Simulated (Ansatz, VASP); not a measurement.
**Two plane-wave programs on Ti**

The input INCAR:

```
PREC = Accurate
ENCUT = 520
EDIFF = 1E-6
ISMEAR = -1
SIGMA = 0.05
LREAL = False
LASPH = True
NELM = 60
ALGO = Normal
ISIF = 2
LWAVE = False
LCHARG = False
GGA = PE
NBANDS = 19
```

The input KPOINTS:

```
regular mesh
0
Gamma
  13 13 7
```

File POSCAR:

```
Ti
1.0
    1.4699736186     -2.5460689932      0.0000000000
    1.4699736186      2.5460689933      0.0000000000
    0.0000000000      0.0000000000      4.6478695191
Ti
2
Direct
    0.6666666670      0.3333333330      0.2500000000
    0.3333333330      0.6666666670      0.7500000000
```

Input for Ansatz:

```yaml
crystal:
  lattice:
    - [1.4699736186, -2.5460689932, 0.0]
    - [1.4699736186, 2.5460689933, 0.0]
    - [0.0, 0.0, 4.6478695191]
  atoms:
    - { symbol: Ti, position: [0.666666667, 0.333333333, 0.25] }
    - { symbol: Ti, position: [0.333333333, 0.666666667, 0.75] }
kpoints:
  mp_grid: { grid: [13, 13, 7] }
scf:
  occupations: { method: fermi_dirac, width: 0.05 }
hamiltonian:
  xc: pbe
  pseudopotentials: { kind: paw }
output:
  forces: true
  stress: true
  eigenvalues: true
```

Alike in both runs: task single point; functional PBE; k mesh 13 × 13 × 7; occupations fermi-dirac, width 0.05 eV; no spin polarisation.

|  | VASP | Ansatz |
| --- | --- | --- |
| version | VASP 6.6.1 | Ansatz 0.2.0 |
| potentials or method | VASP PAW PBE potentials, release 64 (Ti_sv) | PAW with Ansatz's default frozen-core files, scalar-relativistic |
| plane-wave cutoff (eV) | 520 | 420 |
| valence electrons in the cell | 24 | 24 |

Ansatz gave:

- pressure (GPa): 0.0
- traceless stress, the component that is largest in VASP (GPa): 0.12

**Question.** Which values does VASP return?

**Answer.** Pressure (GPa): -0.2; traceless stress, the component that is largest in VASP (GPa): 0.12.
